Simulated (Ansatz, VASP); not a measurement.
Ti in VASP and in Ansatz

File INCAR:

```
SYSTEM = Ti
ALGO     = Normal         ! electronic algorithm
EDIFF    = 1E-6           ! SCF threshold, eV
ENCUT    = 520            ! plane-wave cutoff, eV
GGA      = PS             ! functional
ISIF     = 2              ! what is computed and relaxed
ISMEAR   = 0              ! smearing method
LASPH    = .TRUE.         ! aspherical terms in the spheres
LCHARG   = .FALSE.        ! write CHGCAR
LREAL    = .FALSE.        ! projectors in reciprocal space
LWAVE    = .FALSE.        ! write WAVECAR
NBANDS   = 19             ! bands
NELM     = 80             ! most SCF steps
PREC     = Accurate       ! precision mode
SIGMA    = 0.1            ! smearing width, eV
```

Contents of KPOINTS:

```
k-points
0
G
  16 16 16
  0 0 0
```

File POSCAR:

```
Ti
1.0
    3.2423344470      0.0000000000      0.0000000000
    0.0000000000      3.2423344470      0.0000000000
    0.0000000000      0.0000000000      3.2423344470
Ti
2
Direct
    0.0000000000      0.0000000000      0.0000000000
    0.5000000000      0.5000000000      0.5000000000
```

Input for Ansatz:

```yaml
crystal:
  lattice:
    - [3.242334447, 0.0, 0.0]
    - [0.0, 3.242334447, 0.0]
    - [0.0, 0.0, 3.242334447]
  atoms:
    - { symbol: Ti, position: [0.0, 0.0, 0.0] }
    - { symbol: Ti, position: [0.5, 0.5, 0.5] }
basis:
  ecutwfc: 420
kpoints:
  mp_grid: { grid: [16, 16, 16] }
hamiltonian:
  xc: pbesol
scf:
  occupations: { method: gaussian, width: 0.1 }
output:
  forces: true
  stress: true
  eigenvalues: true
```

Change from the starting cell: equal strain along all axes, cell held, atoms relaxed: +1.0 %.

Alike in both runs: task single point; functional PBEsol; k mesh 16 × 16 × 16; occupations gaussian, width 0.1 eV; no spin polarisation.

```csv
,VASP,Ansatz
version,VASP 6.6.1,Ansatz 0.2.0
potentials or method,"VASP PAW PBE potentials, release 64 (Ti_sv), cutoff 520 eV","scalar-relativistic, plane waves, PAW"
valence electrons in the cell,24,24
```

```tsv
	VASP	Ansatz	Ansatz less VASP
gap on the k mesh at the Fermi level (eV)	none	none	-
pressure (GPa)	-3.5	-3.3	+0.18
```

VASP's potentials were made for PBE, not for PBEsol. A gap of «none» marks a metal or a gap that the smearing closes.
